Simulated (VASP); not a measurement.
LiCl: single point with PBE

LiCl:

```
Li Cl
1.0
     0.00000    2.65826    2.65826
     2.65826    0.00000    2.65826
     2.65826    2.65826    0.00000
Li Cl
1 1
Cartesian
  0.0000 0.0000 0.0000
  2.6583 2.6583 2.6583
```

This cell differs from its parent crystal: volume scaled by 1.10.

```yaml
Program: VASP 6.6.1
Task: single point
Functional: PBE
Potentials_or_basis: VASP PAW PBE potentials, release 64 (Li_sv, Cl)
Cutoff: 520 eV
k_mesh: 8 × 8 × 8
Occupations: gaussian, width 0.02 eV
Spin: no spin polarisation
```

| Item | Value |
| --- | --- |
| Band gap on the k mesh | 5.77 eV, direct |

Levels at points of the mesh, in eV from the valence-band top:
| k point | band 2 | band 3 | band 4 | band 5 | band 6 | band 7 | band 8 | band 9 |
| --- | --- | --- | --- | --- | --- | --- | --- | --- |
| (0.00, 0.00, 0.00) | -13.05 | 0.00 | 0.00 | 0.00 | 5.77 | 11.83 | 11.83 | 11.83 |
| (0.50, 0.00, 0.00) | -12.61 | -2.40 | -0.21 | -0.21 | 6.64 | 9.42 | 9.42 | 11.91 |
| (0.50, 0.50, 0.00) | -12.43 | -2.44 | -0.92 | -0.92 | 7.64 | 8.42 | 11.56 | 13.31 |

It took 9.6 s on 1 thread of Intel Xeon 6975P-C (shared host), peak memory 0.15 GiB.

 A k mesh can miss the band edges.
